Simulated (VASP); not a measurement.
# Os (Im-3m) in VASP: a series of runs

Os is run at these levels: BLYP; tasks: single point.

Program: VASP 6.6.1. These are calculated values, not measurements. Logs are shortened: lines on timing, memory, paths and dates and some standing lists are left out, and cuts for length are marked.

## (1) The cell of the first run

The structure is cubic, space group Im-3m (No. 229). The conventional cell has a = 3.140 Å, b = 3.140 Å, c = 3.140 Å, α = 90.00°, β = 90.00°, γ = 90.00°. Within 3.6 Å of Os (site symmetry m-3m) lie 14 Os at 2.72 to 3.14 Å.

## (2) Single point, BLYP

INCAR reads:

```
PREC = Accurate
ENCUT = 520
EDIFF = 1E-6
ISMEAR = -1
SIGMA = 0.1
LREAL = False
LASPH = True
NELM = 80
ALGO = Normal
ISIF = 2
LWAVE = False
LCHARG = False
GGA = B5
ALDAX = 1.0
AGGAX = 1.0
AGGAC = 1.0
ALDAC = 0.0
NBANDS = 10
```

KPOINTS reads:

```
Automatic mesh
0
Gamma
  23 23 23
```

POSCAR reads:

```
Os
1.0
   -1.5700430959      1.5700430959      1.5700430959
    1.5700430959     -1.5700430959      1.5700430959
    1.5700430959      1.5700430959     -1.5700430959
Os
1
Direct
    0.0000000000      0.0000000000      0.0000000000
```

Potentials or basis: VASP PAW PBE potentials, release 64 (Os).

Run with:

```console
$ cat potpaw_PBE.64/Os/POTCAR > POTCAR
$ mpirun -np 1 vasp_std > vasp.out
```

OUTCAR:

```text
PREC = Accurate
   ENCUT = 520
   EDIFF = 1E-6
   ISMEAR = -1
   LREAL = False
   LASPH = True
   NELM = 80
   ISIF = 2
   GGA = B5

 ion  position               nearest neighbor table
   1  0.000  0.000  0.000-

  LATTYP: Found a body centered cubic cell.
 ALAT       =     3.1400861918

  Lattice vectors:

 A1 = (  -1.5700430959,   1.5700430959,   1.5700430959)
 A2 = (   1.5700430959,  -1.5700430959,   1.5700430959)
 A3 = (   1.5700430959,   1.5700430959,  -1.5700430959)

Analysis of symmetry for initial positions (statically):
=====================================================================
 Subroutine PRICEL returns:
 Original cell was already a primitive cell.

 Routine SETGRP: Setting up the symmetry group for a
 body centered cubic supercell.

 Subroutine GETGRP returns: Found 48 space group operations
[... 9 lines left out ...]

 Routine SETGRP: Setting up the symmetry group for a
 body centered cubic supercell.

 Subroutine GETGRP returns: Found 48 space group operations
 (whereof 48 operations were pure point group operations)
 out of a pool of 48 trial point group operations.

The dynamic configuration has the point symmetry O_h .

 Subroutine INISYM returns: Found 48 space group operations
 (whereof 48 operations are pure point group operations),
 and found     1 'primitive' translations

----------------------------------------------------------------------------------------

                                     Primitive cell

  volume of cell :      15.4808

  direct lattice vectors                    reciprocal lattice vectors
    -1.570043096  1.570043096  1.570043096     0.000000000  0.318462596  0.318462596
     1.570043096 -1.570043096  1.570043096     0.318462596  0.000000000  0.318462596
     1.570043096  1.570043096 -1.570043096     0.318462596  0.318462596  0.000000000

  length of vectors
     2.719394412  2.719394412  2.719394412     0.450374122  0.450374122  0.450374122

  position of ions in fractional coordinates (direct lattice)
     0.000000000  0.000000000  0.000000000

  ion indices of the primitive-cell ions
   primitive index   ion index
                 1           1

----------------------------------------------------------------------------------------
[... 63 lines left out ...]
   ICHARG =      2    charge: 1-file 2-atom 10-const
   ISPIN  =      1    spin polarized calculation?
   LNONCOLLINEAR =      F non collinear calculations
   LSORBIT =      F    spin-orbit coupling
   LASPH  =      T    aspherical Exc in radial PAW
   ENCUT  =  520.0 eV  38.22 Ry    6.18 a.u.   5.06  5.06  5.06*2*pi/ulx,y,z
   NELM   =     80;   NELMIN=  2; NELMDL= -5     # of ELM steps
   EDIFF  = 0.1E-05   stopping-criterion for ELM
   LREAL  =      F    real-space projection
   EDIFFG = 0.1E-04   stopping-criterion for IOM
   NSW    =      0    number of steps for IOM
   IBRION =     -1    ionic relax: 0-MD 1-quasi-New 2-CG
   NFREE  =      0    steps in history (QN), initial steepest desc. (CG)
   ISIF   =      2    stress and relaxation
   ISYM   =      2    0-nonsym 1-usesym 2-fastsym
   POTIM  = 0.5000    time-step for ionic-motion
   TEBEG  =    0.0;   TEEND  =   0.0 temperature during run
   PSTRESS=    0.0 pullay stress
   NELECT =       8.0000    total number of electrons
   NUPDOWN=      -1.0000    fix difference up-down
   EMIN   =  10.00;   EMAX   =-10.00  energy-range for DOS
   EFERMI =   0.00;   METHOD = LEGACY
   ISMEAR =    -1;   SIGMA  =   0.10  broadening in eV -4-tet -1-fermi 0-gaus
   EFERMI_NEDOS =   21; number of points for ismear=-14 and -15
   IALGO  =     38    algorithm
   IMIX   =      4    mixing-type and parameters
     AMIX     =   0.40;   BMIX     =  1.00
     AMIX_MAG =   1.60;   BMIX_MAG =  1.00
  volume/ion in A,a.u.               =      15.48       104.47
  Fermi-wavevector in a.u.,A,eV,Ry     =   1.313731  2.482592 23.482163  1.725890
  Thomas-Fermi vector in A             =   2.444034
   LORBIT       =      0    0 simple, 1 ext, 2 COOP (PROOUT), +10 PAW based schemes
   GGA     = B5    functional components
   LHFCALC =     F    Hartree Fock is set to
   AEXX    =    0.0000 exact exchange contribution
   IVDW    =     0    specifies the selected vdW correction
   LEPSILON=     F    determine dielectric tensor
   LRPA    =     F    only Hartree local field effects (RPA)
 non-spin polarized calculation
  energy-cutoff  :      520.00
  volume of cell :       15.48
 maximum number of plane-waves:       432
   NGX = 11   NGY = 11   NGZ = 11

 number of electron       8.0000000 magnetization

 Free energy of the ion-electron system (eV)
  ---------------------------------------------------
  ext. energy  EPLUGINS =         0.00000000
  ---------------------------------------------------
  free energy    TOTEN  =        -8.86179610 eV

  energy without entropy =       -8.80776933  energy(sigma->0) =       -8.83478271

 E-fermi :   8.8351     XC(G=0): -12.7682

 val. band max:        8.8342746432   @ k =  -0.3043   0.3043   0.1739
 cond. band min:       8.8419402947   @ k =   0.2609   0.0435  -0.0000
 fundamental gap:      0.0076656516
 Fermi energy:         8.8351022837

 k-point     1 :       0.0000    0.0000    0.0000
  band No.  band energies     occupation
      1      -1.2614      2.00000
      2       5.7712      2.00000
      3       5.7712      2.00000
      4       5.7712      2.00000
      5       8.7969      1.18858
      6       8.7969      1.18856
      7      25.2642      0.00000
      8      25.2642      0.00000
      9      25.2642      0.00000
     10      36.3438      0.00000
[... 287 lines left out ...]
 k-point    24 :       0.0870    0.0870    0.0000
  band No.  band energies     occupation
      1      -0.2949      2.00000
      2       5.4206      2.00000
      3       5.5493      2.00000
      4       6.7328      2.00000
      5       8.2708      1.99294
      6       8.8874      0.74415
      7      25.8232      0.00000
      8      26.3141      0.00000
      9      26.5463      0.00000
     10      31.2642      0.00000

 [... further k-points ...]
[... 5 lines left out ...]
  --------------------------------------------------------------------------------------
  -------------------------------------------------------------------------------------
  Total        0.2315326      0.2315326      0.2315326     -0.0000000     -0.0000000      0.0000000
  in kB       23.9622690     23.9622690     23.9622690     -0.0000000     -0.0000000      0.0000000
  external PRESSURE =      23.9622690 kB  Pullay stress =       0.0000000 kB

 VOLUME and BASIS-vectors are now :
 -----------------------------------------------------------------------------
  energy-cutoff  :      520.00
  volume of cell :       15.48
      direct lattice vectors                 reciprocal lattice vectors
    -1.570043096  1.570043096  1.570043096     0.000000000  0.318462596  0.318462596
     1.570043096 -1.570043096  1.570043096     0.318462596  0.000000000  0.318462596
     1.570043096  1.570043096 -1.570043096     0.318462596  0.318462596  0.000000000

 POSITION                                       TOTAL-FORCE (eV/Angst)
 -----------------------------------------------------------------------------------
      0.00000      0.00000      0.00000         0.000000      0.000000      0.000000
 -----------------------------------------------------------------------------------
    total drift:                                0.000000     -0.000000      0.000000

  FREE ENERGIE OF THE ION-ELECTRON SYSTEM (eV)
  ---------------------------------------------------
  free  energy   TOTEN  =        -8.8617960960 eV

  energy  without entropy=       -8.8077693282  energy(sigma->0) =       -8.83478271
```

Run time: 17 s. Hardware: 1 thread of Intel Xeon 6975P-C (Granite Rapids), shared host; peak memory 0.17 GiB.

Results:

| Item | Value |
| --- | --- |
| Free energy | -8.8618 eV |
| Pressure | 2.4 GPa |
| Band gap on the k mesh | zero (band 4 reaches 10.89 eV, above the bottom of band 5 at 6.92 eV) |

Caveat: the PAW data sets were made with another functional, which shifts forces and pressure a little; spin-orbit coupling is left out, which moves the levels of the heavy elements.

## (3) Single point, BLYP (volume scaled by 1.04)

INCAR reads:

```
SYSTEM = Os
PREC = Accurate
ENCUT = 500
EDIFF = 1E-6
ISMEAR = -1
SIGMA = 0.1
LREAL = .False.
LASPH = .True.
NELM = 120
ALGO = Normal
ISIF = 2
LWAVE = .False.
LCHARG = .False.
GGA = B5
ALDAX = 1.0
AGGAX = 1.0
AGGAC = 1.0
ALDAC = 0.0
NBANDS = 14
GGA_COMPAT = .False.
```

KPOINTS reads:

```
regular mesh
0
Gamma
  16 16 16
  0 0 0
```

POSCAR reads:

```
Os
1.0
   -1.5907039271      1.5907039271      1.5907039271
    1.5907039271     -1.5907039271      1.5907039271
    1.5907039271      1.5907039271     -1.5907039271
Os
1
Direct
    0.0000000000      0.0000000000      0.0000000000
```

Potentials or basis: VASP PAW PBE potentials, release 64 (Os_sv_GW).

Run with:

```console
$ cat potpaw_PBE.64/Os_sv_GW/POTCAR > POTCAR
$ mpirun -np 1 vasp_std > vasp.out
```

Run time: 20 s. Hardware: 1 thread of Intel Xeon Platinum 8375C at 2.90GHz (Ice Lake), shared host; peak memory 0.15 GiB.

Results (log left out):

```yaml
Free_energy: -9.9744 eV
Pressure: -11.8 GPa
Band_gap_on_the_k_mesh: zero (band 8 reaches 14.10 eV, above the bottom of band 9 at 10.38 eV)
```

Levels at points of the mesh, in eV from the Fermi level:
```csv
k point,band 6,band 7,band 8,band 9,band 10,band 11
"(0.00, 0.00, 0.00)",-2.90,-2.90,-2.90,-0.04,-0.04,15.58
"(0.50, 0.00, 0.00)",-4.64,-0.21,0.19,0.44,2.70,7.71
"(0.50, 0.50, 0.50)",-6.18,2.01,2.01,2.01,7.51,7.51
```

Caveat: the PAW data sets were made with another functional, which shifts forces and pressure a little; spin-orbit coupling is left out, which moves the levels of the heavy elements.

## (4) Single point, BLYP (volume scaled by 0.92)

INCAR reads:

```
AGGAC    = 1.0          
AGGAX    = 1.0          
ALDAC    = 0.0          
ALDAX    = 1.0          
ALGO     = Normal         # electronic algorithm
EDIFF    = 1E-6           # SCF threshold, eV
ENCUT    = 500            # plane-wave cutoff, eV
GGA      = B5             # functional
GGA_COMPAT= False        
ISIF     = 2              # what is computed and relaxed
ISMEAR   = -1             # smearing method
LASPH    = True           # aspherical terms in the spheres
LCHARG   = True           # write CHGCAR
LELF     = True           # ELF
LREAL    = False          # projectors in reciprocal space
LVHAR    = True         
LWAVE    = False          # write WAVECAR
NBANDS   = 14             # bands
NELM     = 120            # most SCF steps
PREC     = Accurate       # precision mode
SIGMA    = 0.1            # smearing width, eV
```

KPOINTS reads:

```
k-points
0
Gamma
  16 16 16
```

POSCAR reads:

```
Os
1.0
   -1.5270063718      1.5270063718      1.5270063718
    1.5270063718     -1.5270063718      1.5270063718
    1.5270063718      1.5270063718     -1.5270063718
Os
1
Direct
    0.0000000000      0.0000000000      0.0000000000
```

Run with:

```console
$ cat potpaw_PBE.64/Os_sv_GW/POTCAR > POTCAR
$ mpirun -np 1 vasp_std > vasp.out
```

It took 21 s on 1 thread of AMD EPYC 9R45 (Zen 5), shared host; peak memory 0.12 GiB.

It converged, with:

* Free energy: -9.8678 eV
* Pressure: 30.2 GPa
* Band gap on the k mesh: zero (band 8 reaches 16.78 eV, above the bottom of band 9 at 12.21 eV)

Levels at points of the mesh, in eV from the Fermi level:
| k point | band 4 | band 5 | band 6 | band 7 | band 8 | band 9 | band 10 | band 11 | band 12 | band 13 |
| --- | --- | --- | --- | --- | --- | --- | --- | --- | --- | --- |
| (0.00, 0.00, 0.00) | -45.45 | -10.83 | -3.46 | -3.46 | -3.46 | -0.08 | -0.08 | 15.57 | 15.57 | 15.57 |
| (0.50, 0.00, 0.00) | -45.45 | -7.80 | -5.54 | -0.23 | 0.13 | 0.56 | 3.31 | 9.24 | 12.20 | 16.95 |
| (0.50, 0.50, 0.50) | -46.20 | -7.43 | -7.43 | 2.46 | 2.46 | 2.46 | 8.09 | 8.09 | 8.09 | 15.74 |

Caveat: the PAW data sets were made with another functional, which shifts forces and pressure a little; spin-orbit coupling is left out, which moves the levels of the heavy elements.

## (5) Single point, BLYP

INCAR reads:

```
  AGGAC = 1.0
  AGGAX = 1.0
  ALDAC = 0.0
  ALDAX = 1.0
  ALGO = Normal
  EDIFF = 1E-6
  ENCUT = 500
  GGA = B5
  GGA_COMPAT = False
  ISIF = 2
  ISMEAR = -1
  LASPH = True
  LCHARG = False
  LREAL = False
  LWAVE = False
  NBANDS = 14
  NELM = 120
  PREC = Accurate
  SIGMA = 0.1
```

KPOINTS reads:

```
k-points
0
Gamma
  14 14 14
```

POSCAR reads:

```
Os
1.0
   -1.5700430959      1.5700430959      1.5700430959
    1.5700430959     -1.5700430959      1.5700430959
    1.5700430959      1.5700430959     -1.5700430959
Os
1
Direct
    0.0000000000      0.0000000000      0.0000000000
```

Run with:

```console
$ cat potpaw_PBE.64/Os_sv_GW/POTCAR > POTCAR
$ mpirun -np 1 vasp_std > vasp.out
```

It used 32 s of CPU time on 1 thread of AMD EPYC 7R13 Processor (Zen 3), on a shared host.

The run converged. Its results:

```yaml
Free_energy: -9.9921 eV
Pressure: -1.0 GPa
Band_gap_on_the_k_mesh: zero (band 8 reaches 14.92 eV, above the bottom of band 9 at 11.02 eV)
```

Levels at points of the mesh, in eV from the Fermi level:
```tsv
k point	band 6	band 7	band 8	band 9	band 10	band 11
(0.00, 0.00, 0.00)	-3.06	-3.06	-3.06	-0.04	-0.04	15.60
(0.50, 0.00, 0.00)	-4.90	-0.21	0.17	0.49	2.90	8.19
(0.50, 0.50, 0.50)	-6.55	2.16	2.16	2.16	7.70	7.70
```

Caveat: the PAW data sets were made with another functional, which shifts forces and pressure a little; spin-orbit coupling is left out, which moves the levels of the heavy elements.

## (6) Summary

| potentials or basis | cell | k mesh | cutoff (eV) | second run | gap on the mesh (eV) | pressure (GPa) |
| --- | --- | --- | --- | --- | --- | --- |
| VASP PAW PBE potentials, release 64 (Os) | a = 2.719 Å, angles 109.5°, 1 atom | 23 × 23 × 23 | 520 | - | none | 2.4 |
| VASP PAW PBE potentials, release 64 (Os_sv_GW) | a = 2.755 Å, angles 109.5°, 1 atom | 16 × 16 × 16 | 500 | valence_matched | none | -11.8 |
| VASP PAW PBE potentials, release 64 (Os_sv_GW) | a = 2.645 Å, angles 109.5°, 1 atom | 16 × 16 × 16 | 500 | valence_matched | none | 30.2 |
| VASP PAW PBE potentials, release 64 (Os_sv_GW) | a = 2.719 Å, angles 109.5°, 1 atom | 14 × 14 × 14 | 500 | valence_matched | none | -1.0 |

Alike in all rows: task single point; level BLYP; no spin polarisation; smearing fermi-dirac 0.1 eV.

Caveats: the PAW data sets were made with another functional, which shifts forces and pressure a little; spin-orbit coupling is left out, which moves the levels of the heavy elements.

Total energies depend on the potentials used, so only differences within one code and one set of settings carry meaning.
